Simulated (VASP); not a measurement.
ZrCu, 2 atoms in the cell. The typed cell holds 2 atoms: a = 3.259 Å, b = 3.259 Å, c = 3.253 Å, α = 90.00°, β = 90.00°, γ = 90.00°. 

* Program: VASP 6.6.1
* Task: single point
* Functional: r2SCAN
* Potentials or basis: VASP PAW PBE potentials, release 64 (Zr_sv, Cu)
* Cutoff: 520 eV
* k mesh: 7 × 7 × 7
* Occupations: gaussian, width 0.1 eV
* Spin: no spin polarisation
* Dipole correction: no
* Further INCAR settings: ALGO = Normal; EDIFF = 1e-07; NBANDS = 18

Potentials or basis: VASP PAW PBE potentials, release 64 (Zr_sv, Cu).

Command:

```bash
$ cat potpaw_PBE.64/Zr_sv/POTCAR potpaw_PBE.64/Cu/POTCAR > POTCAR
$ cp INCAR.step1 INCAR
$ mpirun -np 1 vasp_std > vasp.out
$ cp INCAR.step2 INCAR
$ mpirun -np 1 vasp_std > vasp.out
```

Hardware: 1 thread of AMD EPYC 7R13 Processor (Zen 3), with other jobs on the host.

Question: How long does it take, and how much memory?

Answer: It took 74 s on 1 thread of AMD EPYC 7R13 Processor (Zen 3), with other jobs on the host, peak memory 0.13 GiB. Counts: k points 40.
